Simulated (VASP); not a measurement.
Runs of VASP 6.6.1 on Sc. The structure is that of space group Fd-3m (No. 227), or close to it. The cells are those of the table. This isn't the form of Sc at room conditions, which is hcp.

```csv
task,cell,gap on the mesh (eV),pressure (GPa)
relaxation of cell and atoms,"relaxed to 40 GPa from a = 4.511 Å, angles 60.0°, 2 atoms",none,39.9
single point,"a = 3.631 Å, angles 60.0°, 2 atoms",none,21.6
single point,"a = 3.358 Å, angles 60.0°, 2 atoms",none,64.9
single point,"a = 3.455 Å, angles 60.0°, 2 atoms",none,(a)
relaxation of cell and atoms,"relaxed from a = 4.511 Å, angles 60.0°, 2 atoms",none,0.0
single point,"a = 4.600 Å, angles 60.0°, 2 atoms",none,0.0
relaxation of cell and atoms,"relaxed to 20 GPa from a = 4.511 Å, angles 60.0°, 2 atoms",none,20.0
```

Alike in all rows: level PBE; potentials or basis VASP PAW PBE potentials, release 64 (Sc_sv); no spin polarisation; k mesh 12 × 12 × 12; cutoff (eV) 500; smearing gaussian 0.05 eV.

Task: Fill in the values left out.

Result: (a) 43.3.

Caveats: the cell stands under pressure (at least some runs); the cell is relaxed towards a set pressure, so the run minimises the enthalpy, not the energy (at least some runs); atoms lie so close that the PAW spheres overlap strongly, which falsifies energies and pressures (at least some runs).

A gap of «none» marks levels without a gap at the run's occupations.
